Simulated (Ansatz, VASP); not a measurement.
KI: VASP beside Ansatz

```
CELL_PARAMETERS angstrom
0.00000 3.31673 3.98007
3.31673 0.00000 3.98007
3.31673 3.31673 0.00000
ATOMIC_POSITIONS crystal
K 0.00000 0.00000 0.00000
I 0.50000 0.50000 0.50000
```

Alike in both runs: task single point; functional r2SCAN; k mesh 6 × 6 × 6; occupations gaussian, width 0.05 eV; no spin polarisation.

|  | VASP | Ansatz |
| --- | --- | --- |
| version | VASP 6.6.1 | Ansatz 0.2.0 |
| potentials or method | VASP PAW PBE potentials, release 64 (K_sv, I), cutoff 520 eV | scalar-relativistic, plane waves, PAW |
| valence electrons in the cell | 16 | 26 |

|  | VASP | Ansatz | Ansatz less VASP |
| --- | --- | --- | --- |
| gap on the k mesh at the Fermi level (eV) | 4.50 | 4.50 | +0.004 |
| least direct gap on the mesh (eV) | 4.50 | 4.50 | +0.004 |
| pressure (GPa) | 1.5 | 1.5 | -0.01 |
| traceless stress, the component that is largest in VASP (GPa) | -2.91 | -2.89 | +0.025 |

VASP's potentials were made for PBE, not for r2SCAN. VASP's potentials hold 16 valence electrons a cell and Ansatz's 26, so a difference there can come from the potentials and not from the codes.

Spin-orbit coupling is off throughout.
